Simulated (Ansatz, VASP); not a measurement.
# One calculation of Ge, two programs

INCAR

```
SYSTEM = Ge
  ALGO = Normal
  EDIFF = 1E-6
  ENCUT = 520
  GGA = PE
  ISIF = 2
  ISMEAR = 0
  LASPH = .TRUE.
  LCHARG = .FALSE.
  LREAL = .FALSE.
  LWAVE = .FALSE.
  NBANDS = 13
  NELM = 80
  PREC = Accurate
  SIGMA = 0.15
```

Contents of KPOINTS:

```
k-points
0
G
  20 20 18
  0 0 0
```

The input POSCAR:

```
Ge
1.0
    1.4670064500     -2.7305418000      0.0000000000
    1.4670064500      2.7305418000      0.0000000000
    0.0000000000      0.0000000000      2.6982310000
Ge
1
Direct
    0.5000000000      0.5000000000      0.0000000000
```

Input for Ansatz:

```yaml
crystal:
  lattice:
    - [1.46700645, -2.7305418, 0.0]
    - [1.46700645, 2.7305418, 0.0]
    - [0.0, 0.0, 2.698231]
  atoms:
    - { symbol: Ge, position: [0.5, 0.5, 0.0] }
basis:
  ecutwfc: 420
kpoints:
  mp_grid: { grid: [20, 20, 18] }
hamiltonian:
  xc: pbe
scf:
  occupations: { method: gaussian, width: 0.15 }
output:
  forces: true
  stress: true
  eigenvalues: true
```

Change from the starting cell: strain +0.0500 x Voigt [1, 1, 0, 0, 0, 0], atoms carried along.

Alike in both runs: task single point; functional PBE; k mesh 20 × 20 × 18; occupations gaussian, width 0.15 eV; no spin polarisation.

|  | VASP | Ansatz |
| --- | --- | --- |
| version | VASP 6.6.1 | Ansatz 0.2.0 |
| potentials or method | VASP PAW PBE potentials, release 64 (Ge_d), cutoff 520 eV | scalar-relativistic, plane waves, PAW |
| valence electrons in the cell | 14 | 14 |

```tsv
	VASP	Ansatz	Ansatz less VASP
gap on the k mesh at the Fermi level (eV)	none	none	-
pressure (GPa)	-5.5	-5.3	+0.14
traceless stress, the component that is largest in VASP (GPa)	4.04	4.05	+0.005
```

A gap of «none» marks a metal or a gap that the smearing closes.
